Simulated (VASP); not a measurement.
Set up this calculation in VASP 6.6.1, as the native input.

```
Task                   : single point
Functional             : PBE
Potentials or basis    : VASP PAW PBE potentials, release 64 (Na_pv, F)
Cutoff                 : 600 eV
k mesh                 : 7 × 7 × 7
Occupations            : gaussian, width 0.01 eV
Spin                   : no spin polarisation
Dipole correction      : no
Further INCAR settings : ALGO = Normal; EDIFF = 1e-06; NBANDS = 14
```

The structure of NaF lies in POSCAR:

```
NaF
1.0
    0.0000000000      2.2311535158      2.2311535158
    2.2311535158      0.0000000000      2.2311535158
    2.2311535158      2.2311535158      0.0000000000
Na F
1 1
Direct
    0.0000000000      0.0000000000      0.0000000000
    0.5000000000      0.5000000000      0.5000000000
```

These files were run (other wordings do the same):

INCAR

```
SYSTEM = NaF
PREC = Accurate ; ENCUT = 600
EDIFF = 1E-6 ; ISMEAR = 0
SIGMA = 0.01 ; LREAL = .FALSE.
LASPH = .TRUE. ; NELM = 120
ALGO = Normal ; ISIF = 2
LWAVE = .FALSE. ; LCHARG = .FALSE.
GGA = PE ; NBANDS = 14
GGA_COMPAT = .FALSE.
```

KPOINTS

```
regular mesh
0
G
  7 7 7
  0 0 0
```

Potentials or basis: VASP PAW PBE potentials, release 64 (Na_pv, F).

Command:

```sh
$ cat potpaw_PBE.64/Na_pv/POTCAR potpaw_PBE.64/F/POTCAR > POTCAR
$ mpirun -np 1 vasp_std > vasp.out
```

It gave:

| Property | Result |
| --- | --- |
| Pressure | 9.9 GPa |
| Band gap on the k mesh | 6.96 eV |

Caveat: the cell stands under pressure.

Wall time 21 s on 1 thread of Intel Xeon 8259CL, on a shared host, peak memory 0.15 GiB.
